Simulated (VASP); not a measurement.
# CsSbBr6 (P1) in VASP: single point with PBE

Aim: the single point of CsSbBr6 with PBE.

All numbers are computed with VASP 6.6.1; they aren't measurements. Logs are shortened: lines on timing, memory, paths and dates and some standing lists are left out, and cuts for length are marked.

## (1) The cell of the first run

The typed cell holds 8 atoms: a = 6.561 Å, b = 6.610 Å, c = 6.752 Å, α = 95.02°, β = 98.07°, γ = 94.54°.

## (2) Single point, PBE

The input, POSCAR:

```
CsSbBr6
1.0
    4.8196960000      2.9467100000      3.3372570000
   -4.8535700000      2.8305350000      3.4821340000
   -0.1175470000     -5.8100950000      3.4369150000
Cs Sb Br
1 1 6
Direct
    0.5083990000      0.4955650000      0.4869620000
    0.0047250000      0.0032380000      0.9992680000
    0.1980600000      0.2959160000      0.9135910000
    0.9223180000      0.2174150000      0.2771470000
    0.2831870000      0.9109320000      0.1945620000
    0.8106930000      0.7230950000      0.0653800000
    0.0814230000      0.7934290000      0.7108820000
    0.7243970000      0.0818570000      0.8091940000
```

The input, INCAR.step1:

```
SYSTEM = CsSbBr6
PREC = Accurate ; ENCUT = 520
EDIFF = 1E-7 ; ISMEAR = -1
SIGMA = 0.1 ; LREAL = .False.
LASPH = .True. ; NELM = 100
ALGO = Fast ; ISIF = 2
LWAVE = .False. ; LCHARG = .True.
GGA = PE ; NBANDS = 38
```

The input, KPOINTS.step1:

```
Automatic mesh
0
Gamma
  3 3 3
  0.5 0 0
```

The input, INCAR.step2:

```
SYSTEM = CsSbBr6
PREC = Accurate ; ENCUT = 520
EDIFF = 1E-7 ; ISMEAR = -5
SIGMA = 0.1 ; LREAL = .False.
LASPH = .True. ; NELM = 100
ALGO = Fast ; ISIF = 2
LWAVE = .False. ; LCHARG = .False.
GGA = PE ; LORBIT = 10
NEDOS = 1001 ; ICHARG = 11
```

The input, KPOINTS.step2:

```
regular mesh
0
Gamma
  5 5 5
  0 0 0
```

Potentials or basis: VASP PAW PBE potentials, release 64 (Cs_sv, Sb, Br).

The run is started by

```
$ cat potpaw_PBE.64/Cs_sv/POTCAR potpaw_PBE.64/Sb/POTCAR potpaw_PBE.64/Br/POTCAR > POTCAR
$ cp INCAR.step1 INCAR
$ cp KPOINTS.step1 KPOINTS
$ mpirun -np 1 vasp_std > vasp.out
$ cp INCAR.step2 INCAR
$ cp KPOINTS.step2 KPOINTS
$ mpirun -np 1 vasp_std > vasp.out
```

OUTCAR:

```text
SYSTEM = CsSbBr6
   PREC = Accurate
   ENCUT = 520
   EDIFF = 1E-7
   ISMEAR = -5
   LREAL = .False.
   LASPH = .True.
   NELM = 100
   ISIF = 2
   GGA = PE
   LORBIT = 10
   ICHARG = 11

 ion  position               nearest neighbor table
   1  0.508  0.496  0.487-
   2  0.005  0.003  0.999-   8 2.21   5 2.26   6 2.28   3 2.39   4 2.40   7 2.42
   3  0.198  0.296  0.914-   2 2.39
   4  0.922  0.217  0.277-   2 2.40
   5  0.283  0.911  0.195-   2 2.26
   6  0.811  0.723  0.065-   2 2.28
   7  0.081  0.793  0.711-   2 2.42
   8  0.724  0.082  0.809-   2 2.21

  LATTYP: Found a triclinic cell.
 ALAT       =     6.7515484093
 B/A-ratio  =     1.4890295210
 C/A-ratio  =     0.9790596288
 COS(alpha) =     0.0071653792
 COS(beta)  =     0.0875522025
 COS(gamma) =     0.7631781189

  Lattice vectors:

 A1 = (  -0.1175470000,  -5.8100950000,   3.4369150000)
 A2 = (  -4.9372430000,  -8.7568050000,   0.0996580000)
 A3 = (   4.8535700000,  -2.8305350000,  -3.4821340000)

Analysis of symmetry for initial positions (statically):
=====================================================================
 Subroutine PRICEL returns:
 Original cell was already a primitive cell.

 Routine SETGRP: Setting up the symmetry group for a
 triclinic supercell.

 Subroutine GETGRP returns: Found  1 space group operations
 (whereof  1 operations were pure point group operations)
 out of a pool of  2 trial point group operations.

The static configuration has the point symmetry C_1 .

Analysis of symmetry for dynamics (positions and initial velocities):
=====================================================================
 Subroutine PRICEL returns:
 Original cell was already a primitive cell.

 Routine SETGRP: Setting up the symmetry group for a
 triclinic supercell.

 Subroutine GETGRP returns: Found  1 space group operations
 (whereof  1 operations were pure point group operations)
 out of a pool of  2 trial point group operations.

The dynamic configuration has the point symmetry C_1 .

 Subroutine INISYM returns: Found  1 space group operations
 (whereof  1 operations are pure point group operations),
 and found     1 'primitive' translations

----------------------------------------------------------------------------------------

                                     Primitive cell

  volume of cell :     287.5662

  direct lattice vectors                    reciprocal lattice vectors
     4.819696000  2.946710000  3.337257000     0.104184147  0.056585211  0.099220372
    -4.853570000  2.830535000  3.482134000    -0.102645490  0.058967886  0.096174433
    -0.117547000 -5.810095000  3.436915000     0.002832796 -0.114688164  0.097175478

  length of vectors
     6.561238728  6.610168479  6.751548409     0.154599174  0.152521572  0.150347841

  position of ions in fractional coordinates (direct lattice)
     0.508399000  0.495565000  0.486962000
     0.004725000  0.003238000  0.999268000
     0.198060000  0.295916000  0.913591000
     0.922318000  0.217415000  0.277147000
     0.283187000  0.910932000  0.194562000
     0.810693000  0.723095000  0.065380000
     0.081423000  0.793429000  0.710882000
     0.724397000  0.081857000  0.809194000

  ion indices of the primitive-cell ions
   primitive index   ion index
                 1           1
                 2           2
                 3           3
                 4           4
                 5           5
                 6           6
                 7           7
                 8           8

----------------------------------------------------------------------------------------

 KPOINTS: regular mesh

Automatic generation of k-mesh.
 Grid dimensions read from file:
 generate k-points for:    5    5    5

 Generating k-lattice:

  Cartesian coordinates                     Fractional coordinates (reciprocal lattice)
     0.020836829  0.011317042  0.019844074     0.200000000  0.000000000  0.000000000
    -0.020529098  0.011793577  0.019234887     0.000000000  0.200000000  0.000000000
     0.000566559 -0.022937633  0.019435096     0.000000000  0.000000000  0.200000000

  Length of vectors
     0.030919835  0.030504314  0.030069568

  Shift w.r.t. Gamma in fractional coordinates (k-lattice)
     0.000000000  0.000000000  0.000000000

 TETIRR: Found    372 inequivalent tetrahedra from      750

 Subroutine IBZKPT returns following result:
 ===========================================

 Found     63 irreducible k-points:

 Following reciprocal coordinates:
            Coordinates               Weight
  0.000000  0.000000  0.000000      1.000000
  0.200000  0.000000 -0.000000      2.000000
  0.400000  0.000000  0.000000      2.000000
 -0.000000  0.200000 -0.000000      2.000000
  0.200000  0.200000  0.000000      2.000000
  0.400000  0.200000 -0.000000      2.000000
[... 16 lines left out ...]
 -0.200000  0.200000  0.200000      2.000000
 -0.000000  0.400000  0.200000      2.000000
 [... further k-points ...]
   k-points           NKPTS =     63   k-points in BZ     NKDIM =     63   number of bands    NBANDS=     33
   number of dos      NEDOS =   1001   number of ions     NIONS =      8
   total plane-waves  NPLWV = 125000
   dimension x,y,z NGX =    50 NGY =   50 NGZ =   50
   dimension x,y,z NGXF=   100 NGYF=  100 NGZF=  100
   ions per type =               1   1   6
   NGX,Y,Z   is equivalent  to a cutoff of  12.67, 12.58, 12.31 a.u.
   NGXF,Y,Z  is equivalent  to a cutoff of  25.34, 25.15, 24.62 a.u.
 SYSTEM =  CsSbBr6
   PREC   = accura    normal or accurate (medium, high low for compatibility)
   ISTART =      0    job   : 0-new  1-cont  2-samecut
   ICHARG =     11    charge: 1-file 2-atom 10-const
   ISPIN  =      1    spin polarized calculation?
   LNONCOLLINEAR =      F non collinear calculations
   LSORBIT =      F    spin-orbit coupling
   LASPH  =      T    aspherical Exc in radial PAW
   ENCUT  =  520.0 eV  38.22 Ry    6.18 a.u.  12.20 12.29 12.55*2*pi/ulx,y,z
   NELM   =    100;   NELMIN=  2; NELMDL=  0     # of ELM steps
   EDIFF  = 0.1E-06   stopping-criterion for ELM
   LREAL  =      F    real-space projection
   EDIFFG = 0.1E-05   stopping-criterion for IOM
   NSW    =      0    number of steps for IOM
   IBRION =     -1    ionic relax: 0-MD 1-quasi-New 2-CG
   NFREE  =      0    steps in history (QN), initial steepest desc. (CG)
   ISIF   =      2    stress and relaxation
   ISYM   =      2    0-nonsym 1-usesym 2-fastsym
   POTIM  = 0.5000    time-step for ionic-motion
   TEBEG  =    0.0;   TEEND  =   0.0 temperature during run
   PSTRESS=    0.0 pullay stress
   NELECT =      56.0000    total number of electrons
   NUPDOWN=      -1.0000    fix difference up-down
   EMIN   =  10.00;   EMAX   =-10.00  energy-range for DOS
   EFERMI =   0.00;   METHOD = LEGACY
   ISMEAR =    -5;   SIGMA  =   0.10  broadening in eV -4-tet -1-fermi 0-gaus
   EFERMI_NEDOS =   21; number of points for ismear=-14 and -15
   IALGO  =     68    algorithm
   IMIX   =      4    mixing-type and parameters
     AMIX     =   0.40;   BMIX     =  1.00
     AMIX_MAG =   1.60;   BMIX_MAG =  1.00
  volume/ion in A,a.u.               =      35.95       242.57
  Fermi-wavevector in a.u.,A,eV,Ry     =   0.948910  1.793179 12.251090  0.900430
  Thomas-Fermi vector in A             =   2.077143
   LORBIT       =     10    0 simple, 1 ext, 2 COOP (PROOUT), +10 PAW based schemes
   GGA     = PE    functional components
   LHFCALC =     F    Hartree Fock is set to
   AEXX    =    0.0000 exact exchange contribution
   IVDW    =     0    specifies the selected vdW correction
   LEPSILON=     F    determine dielectric tensor
   LRPA    =     F    only Hartree local field effects (RPA)
 non-spin polarized calculation
 RMM-DIIS sequential band-by-band and
 Fermi weights with tetrahedron method with Bloechl corrections
  energy-cutoff  :      520.00
  volume of cell :      287.57
 maximum number of plane-waves:      7765
 NGX is ok and might be reduce to    50

 number of electron      56.0000004 magnetization

 Free energy of the ion-electron system (eV)
  ---------------------------------------------------
  ext. energy  EPLUGINS =         0.00000000
  ---------------------------------------------------
  free energy    TOTEN  =       -17.19111159 eV

  energy without entropy =      -17.19111159  energy(sigma->0) =      -17.19111159

 E-fermi :   0.3321     XC(G=0):  -7.6728

 val. band max:        0.3248351968   @ k =   0.0000   0.0000   0.0000
 cond. band min:       2.6988831817   @ k =   0.0000   0.0000   0.0000
 fundamental gap:      2.3740479849
 Fermi energy:         0.3321328719

 k-point     1 :       0.0000    0.0000    0.0000
  band No.  band energies     occupation
      1     -20.1462      2.00000
      2     -16.0735      2.00000
      3     -14.4181      2.00000
      4     -13.9079      2.00000
      5     -13.5804      2.00000
      6     -13.2293      2.00000
[... 25 lines left out ...]
     32       6.4864      0.00000
     33       6.5303      0.00000

 k-point     2 :       0.2000    0.0000   -0.0000
  band No.  band energies     occupation
      1     -20.1461      2.00000
      2     -16.0646      2.00000
      3     -14.4281      2.00000
      4     -13.9095      2.00000
      5     -13.5813      2.00000
      6     -13.2415      2.00000
[... 25 lines left out ...]
     32       5.9847      0.00000
     33       6.4583      0.00000
[... 754 lines left out ...]
     32       6.2929      0.00000
     33       6.6375      0.00000

 k-point    24 :      -0.0000    0.4000    0.2000
  band No.  band energies     occupation
      1     -20.1458      2.00000
      2     -16.0450      2.00000
      3     -14.4214      2.00000
      4     -13.9734      2.00000
      5     -13.5706      2.00000
      6     -13.2020      2.00000
[... 25 lines left out ...]
     32       6.3540      0.00000
     33       6.5139      0.00000

 [... further k-points ...]

------------------------ aborting loop because EDIFF is reached ----------------------------------------

  FORCE on cell =-STRESS in cart. coord.  units (eV):
  Direction    XX          YY          ZZ          XY          YZ          ZX
  --------------------------------------------------------------------------------------
  -------------------------------------------------------------------------------------
  Total       27.1582176     22.0770050     23.0038352     -4.3010618      0.7972227      6.5645256
  in kB      151.3122297    123.0022124    128.1660544    -23.9634007      4.4417327     36.5743074
  external PRESSURE =     134.1601655 kB  Pullay stress =       0.0000000 kB

 VOLUME and BASIS-vectors are now :
 -----------------------------------------------------------------------------
  energy-cutoff  :      520.00
  volume of cell :      287.57
      direct lattice vectors                 reciprocal lattice vectors
     4.819696000  2.946710000  3.337257000     0.104184147  0.056585211  0.099220372
    -4.853570000  2.830535000  3.482134000    -0.102645490  0.058967886  0.096174433
    -0.117547000 -5.810095000  3.436915000     0.002832796 -0.114688164  0.097175478

 POSITION                                       TOTAL-FORCE (eV/Angst)
 -----------------------------------------------------------------------------------
     -0.01217      0.07152      5.09593        -0.015207     -0.040142      0.002276
     -0.11040     -5.78275      3.46144         0.711477      1.650052      1.837076
     -0.58905     -3.88682      4.83133        -0.443583      2.817729      2.020254
      3.35748      1.72295      4.78761        -1.910170     -1.999346      2.058553
     -3.07927      2.28247      4.78575         4.908768     -1.384434      3.788953
      0.39002      4.05576      5.44811         1.159813     -5.090316     -3.480531
     -3.54209     -1.64453      5.47780         1.916065      2.007737     -1.653816
      2.99896     -2.33521      5.48367        -6.327162      2.038722     -4.572764
 -----------------------------------------------------------------------------------
    total drift:                               -0.000125     -0.000477     -0.000264

  FREE ENERGIE OF THE ION-ELECTRON SYSTEM (eV)
  ---------------------------------------------------
  free  energy   TOTEN  =       -17.1911115853 eV

  energy  without entropy=      -17.1911115853  energy(sigma->0) =      -17.19111159

 total charge

# of ion       s       p       d       tot
------------------------------------------
    1        1.830   4.711   0.013   6.555
    2        1.006   1.292   0.303   2.601
    3        1.622   3.302   0.025   4.949
    4        1.620   3.310   0.024   4.954
    5        1.626   3.344   0.035   5.006
    6        1.626   3.347   0.035   5.009
    7        1.620   3.304   0.023   4.947
    8        1.629   3.368   0.041   5.038
--------------------------------------------------
tot         12.580  25.978   0.499  39.057
```

Wall time 6.9 min (1 thread of AMD EPYC 9R14 (Zen 4), shared host); peak memory 0.65 GiB.

What came out:

* Valence electrons inside the program's atomic spheres: Cs 6.55; Sb 2.60; Br 4.95, 5.01, 5.04 (each value once)

Caveat: spin-orbit coupling is left out, which moves the levels of the heavy elements.
